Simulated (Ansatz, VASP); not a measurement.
One calculation of Te, two programs

The input INCAR:

```
  PREC = Accurate
  ENCUT = 520
  EDIFF = 1E-7
  ISMEAR = -1
  SIGMA = 0.1
  LREAL = F
  LASPH = T
  NELM = 80
  ALGO = Normal
  ISIF = 2
  LWAVE = F
  LCHARG = T
  LELF = T
  LVHAR = T
  NBANDS = 13
```

The input KPOINTS:

```
regular mesh
0
Gamma
  9 9 9
```

The input POSCAR:

```
Te
1.0
    0.0000000000      3.5910451709      3.5910451709
    3.5910451709      0.0000000000      3.5910451709
    3.5910451709      3.5910451709      0.0000000000
Te
2
Direct
    0.1250000000      0.1250000000      0.1250000000
    0.8750000000      0.8750000000      0.8750000000
```

Input for Ansatz:

```yaml
crystal:
  lattice:
    - [0.0, 3.5910451709, 3.5910451709]
    - [3.5910451709, 0.0, 3.5910451709]
    - [3.5910451709, 3.5910451709, 0.0]
  atoms:
    - { symbol: Te, position: [0.125, 0.125, 0.125] }
    - { symbol: Te, position: [0.875, 0.875, 0.875] }
hamiltonian:
  xc: lda
  pseudopotentials:
    kind: paw
    azcp:
      Te: "pseudopotentials/Te.paw.azcp"
basis:
  ecutwfc: 420
  fft_grid_basis: typed
kpoints:
  mp_grid: { grid: [9, 9, 9], shift: [0, 0, 0] }
magnetization:
  spin_polarized: false
scf:
  occupations: { method: fermi_dirac, width: 0.1 }
  lower_state_search: "off"
output:
  stress: true
```

Alike in both runs: task single point; functional LDA; k mesh 9 × 9 × 9; occupations fermi-dirac, width 0.1 eV; no spin polarisation.

|  | VASP | Ansatz |
| --- | --- | --- |
| version | VASP 6.6.1 | Ansatz 0.2.0 |
| potentials or method | VASP PAW LDA potentials, release 64 (Te), cutoff 520 eV | plane waves (420 eV) with PAW, scalar-relativistic |
| valence electrons in the cell | 12 | 32 |

|  | VASP | Ansatz | Ansatz less VASP |
| --- | --- | --- | --- |
| pressure (GPa) | -2.1 | -2.1 | -0.04 |

Ansatz warns that its potentials were made for another functional, while VASP's fit it. LDA's correlation is that of Perdew and Zunger in VASP and of Perdew and Wang (1992) in Ansatz. VASP's potentials hold 12 valence electrons a cell and Ansatz's 32, so a difference there can come from the potentials and not from the codes.

Spin-orbit coupling is off throughout.
